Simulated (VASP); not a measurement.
Runs of VASP 6.6.1 on La. The structure is that of space group Im-3m (No. 229), or close to it. The cells are those of the table. 

```tsv
cell	gap on the mesh (eV)	pressure (GPa)
a = 3.691 Å, angles 109.5°, 1 atom	none	-0.3
a = 3.762 Å, angles 109.5°, 1 atom	none	-1.6
a = 3.654 Å, angles 109.5°, 1 atom	none	0.5
a = 3.616 Å, angles 109.5°, 1 atom	none	(a)
a = 3.727 Å, angles 109.5°, 1 atom	none	(b)
```

Alike in all rows: task single point; level r2SCAN; potentials or basis VASP PAW PBE potentials, release 64 (La); no spin polarisation; k mesh 8 × 8 × 8; cutoff (eV) 520; smearing fermi-dirac 0.1 eV.

Problem. Fill in the values left out.

Solution. (a) 1.3; (b) -1.0.

Caveats: the PAW data sets were made with another functional, which shifts forces and pressure a little; spin-orbit coupling is left out, which moves the levels of the heavy elements.

A k mesh can miss the band edges, and the runs leave out spin-orbit coupling on La.

A gap of «none» marks levels without a gap at the run's occupations.
